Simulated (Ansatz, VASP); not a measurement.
## Ta2N: VASP beside Ansatz

File POSCAR:

```
Ta2N
1.0
    3.1128615060      0.0000000000      0.0000000000
   -1.5564307530      2.6958171426      0.0000000000
    0.0000000000      0.0000000000      4.8698410000
Ta N
2 1
Direct
    0.3333333333      0.6666666667      0.2547110000
    0.6666666667      0.3333333333      0.7452890000
    0.0000000000      0.0000000000      0.0000000000
```

The input INCAR.step1:

```
SYSTEM = Ta2N
  PREC = Accurate
  ENCUT = 520
  EDIFF = 1E-5
  ISMEAR = -1
  SIGMA = 0.05
  LREAL = .False.
  LASPH = .True.
  NELM = 100
  ALGO = Normal
  ISIF = 2
  LWAVE = .True.
  LCHARG = .False.
  GGA = PE
  NBANDS = 20
```

INCAR.step2

```
SYSTEM = Ta2N
  PREC = Accurate
  ENCUT = 520
  EDIFF = 1E-6
  ISMEAR = -1
  SIGMA = 0.05
  LREAL = .False.
  LASPH = .True.
  NELM = 100
  ALGO = Normal
  ISIF = 2
  LWAVE = .False.
  LCHARG = .False.
  METAGGA = R2SCAN
  LHFCALC = .True.
  AEXX = 0.25
  LMIXTAU = .True.
  PRECFOCK = Normal
  ISTART = 1
  NBANDS = 20
```

KPOINTS

```
regular mesh
0
Gamma
  5 5 3
  0 0 0
```

File input:

```
crystal:
  lattice:
    - [3.112861506, 0.0, 0.0]
    - [-1.556430753, 2.6958171426, 0.0]
    - [0.0, 0.0, 4.869841]
  atoms:
    - { symbol: Ta, position: [0.3333333333, 0.6666666667, 0.254711] }
    - { symbol: Ta, position: [0.6666666667, 0.3333333333, 0.745289] }
    - { symbol: "N", position: [0.0, 0.0, 0.0] }
hamiltonian:
  xc: r2scan0
  pseudopotentials: { kind: paw }
kpoints:
  mp_grid: { grid: [5, 5, 3] }
scf:
  occupations: { method: fermi_dirac, width: 0.05 }
output:
  forces: true
  stress: true
  eigenvalues: true
  write_density: true
  write_potential: true
  elf: true
  volumetric_format: npy
```

Alike in both runs: task single point; functional r2SCAN0; k mesh 5 × 5 × 3; occupations fermi-dirac, width 0.05 eV; no spin polarisation.

|  | VASP | Ansatz |
| --- | --- | --- |
| version | VASP 6.6.1 | Ansatz 0.2.0 |
| potentials or method | VASP PAW PBE potentials, release 64 (Ta_pv, N) | Ansatz PAW |
| plane-wave cutoff (eV) | 520 | 500 |
| valence electrons in the cell | 27 | 31 |

```tsv
	VASP	Ansatz	Ansatz less VASP
gap on the k mesh at the Fermi level (eV)	none	none	-
pressure (GPa)	-9.9	-9.4	+0.41
traceless stress, the component that is largest in VASP (GPa)	6.27	7.38	+1.112
rms of the force components (eV/Å)	0.344	0.269	-0.0753
```

VASP's potentials were made for PBE, not for r2SCAN0. Atom by atom the forces differ by 0.075 eV/Å (rms over components). A gap of «none» marks a metal or a gap that the smearing closes. VASP's potentials hold 27 valence electrons a cell and Ansatz's 31, so a difference there can come from the potentials and not from the codes.

The k mesh is coarse, so the values compare programs but aren't converged. Neither program's run includes spin-orbit coupling.
